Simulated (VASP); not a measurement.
Wanted: the native input for a VASP 6.6.1 run.

| Property | Result |
| --- | --- |
| Task | relaxation of cell and atoms |
| Functional | PBE |
| Potentials or basis | VASP PAW PBE potentials, release 64 (Lu, F) |
| Cutoff | 600 eV |
| k mesh | 8 × 8 × 8 |
| Occupations | gaussian, width 0.1 eV |
| Spin | no spin polarisation |
| Dipole correction | no |
| Further INCAR settings | ALGO = Normal; EDIFF = 1e-07; IBRION = 2; EDIFFG = -0.01; NSW = 100; ISIF = 3 |

The structure of Lu3F2 lies in POSCAR:

```
Lu3F2
1.0
    4.8453916400      0.0000000000      0.0000000000
    0.0000000000      4.8453916400      0.0000000000
    0.0000000000      0.0000000000      4.8453916400
Lu F
3 2
Direct
    0.5000000000      0.0000000000      0.0000000000
    0.0000000000      0.5000000000      0.0000000000
    0.0000000000      0.0000000000      0.5000000000
    0.0000000000      0.0000000000      0.0000000000
    0.5000000000      0.5000000000      0.5000000000
```

The cell was generated, and may not be a known phase.

One way to write it, as run:

INCAR

```
ALGO = Normal ; EDIFF = 1E-7
EDIFFG = -0.01 ; ENCUT = 600
GGA = PE ; IBRION = 2
ISIF = 3 ; ISMEAR = 0
LASPH = True ; LCHARG = False
LREAL = False ; LWAVE = False
NELM = 100 ; NSW = 100
PREC = Accurate ; SIGMA = 0.1
```

KPOINTS

```
k-points
0
Gamma
  8 8 8
```

Potentials or basis: VASP PAW PBE potentials, release 64 (Lu, F).

The run is started by

```sh
$ cat potpaw_PBE.64/Lu/POTCAR potpaw_PBE.64/F/POTCAR > POTCAR
$ mpirun -np 1 vasp_std > vasp.out
```

Results of the run:

```yaml
Relaxed_volume: 23.02 Å³/atom
Relaxed_cell: a = 4.865 Å, b = 4.865 Å, c = 4.865 Å, α = 90.00°, β = 90.00°, γ = 90.00°
Space_group_after_relaxing_to_0.1_Å: Pm-3m (No. 221)
Energy_gained_by_relaxing: 0.3 meV/atom
Ionic_steps: 3
Pressure_after_relaxing: 0.0 GPa
Band_gap_on_the_k_mesh: zero (an odd number of electrons rules out a gap without spin polarisation)
```

Caveat: spin-orbit coupling is left out, which moves the levels of the heavy elements.

Run time: 13 min on 1 thread of Intel(R) Xeon(R) Platinum 8488C (Sapphire Rapids) (shared host), peak memory 0.38 GiB.
